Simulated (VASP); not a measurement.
A run of VASP 6.6.1 is set up as follows.

Contents of INCAR:

```
PREC = Accurate
ENCUT = 500
EDIFF = 1E-6
ISMEAR = 0
SIGMA = 0.01
LREAL = False
LASPH = True
NELM = 120
ALGO = Normal
ISIF = 2
LWAVE = False
LCHARG = False
GGA = PE
NBANDS = 19
GGA_COMPAT = False
```

KPOINTS

```
Automatic mesh
0
Gamma
  6 6 6
```

The input POSCAR:

```
K2S
1.0
    0.0000000000      3.6929446110      3.6929446110
    3.6929446110      0.0000000000      3.6929446110
    3.6929446110      3.6929446110      0.0000000000
K S
2 1
Direct
    0.2500000000      0.2500000000      0.2500000000
    0.7500000000      0.7500000000      0.7500000000
    0.0000000000      0.0000000000      0.0000000000
```

Potentials or basis: VASP PAW PBE potentials, release 64 (K_sv, S).

Run with:

```console
$ cat potpaw_PBE.64/K_sv/POTCAR potpaw_PBE.64/S/POTCAR > POTCAR
$ mpirun -np 1 vasp_std > vasp.out
```

Question: Predict the band gap on the k mesh.

Answer: 2.40 eV (least direct gap 2.60 eV).

Question: Predict the pressure.

Answer: 0.6 GPa.

A k mesh can miss the band edges. As with any semilocal functional, this PBE gap is likely too small.
